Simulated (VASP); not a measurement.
Here is a VASP 6.6.1 calculation.

The input INCAR:

```
PREC     = Accurate       # precision mode
ENCUT    = 520            # plane-wave cutoff, eV
EDIFF    = 1E-7           # SCF threshold, eV
ISMEAR   = -1             # smearing method
SIGMA    = 0.05           # smearing width, eV
LREAL    = False          # projectors in reciprocal space
LASPH    = True           # aspherical terms in the spheres
NELM     = 100            # most SCF steps
ALGO     = Normal         # electronic algorithm
ISIF     = 2              # what is computed and relaxed
LWAVE    = False          # write WAVECAR
LCHARG   = False          # write CHGCAR
GGA      = CA             # functional
NBANDS   = 12             # bands
```

The input KPOINTS:

```
regular mesh
0
Gamma
  11 11 11
```

POSCAR

```
Ag
1.0
   -1.6445418934      1.6445418934      1.6445418934
    1.6445418934     -1.6445418934      1.6445418934
    1.6445418934      1.6445418934     -1.6445418934
Ag
1
Direct
    0.0000000000      0.0000000000      0.0000000000
```

Potentials or basis: VASP PAW LDA potentials, release 64 (Ag).

Command:

```bash
$ cat potpaw_LDA.64/Ag/POTCAR > POTCAR
$ mpirun -np 1 vasp_std > vasp.out
```

Q: Predict the pressure.

A: -9.9 GPa.
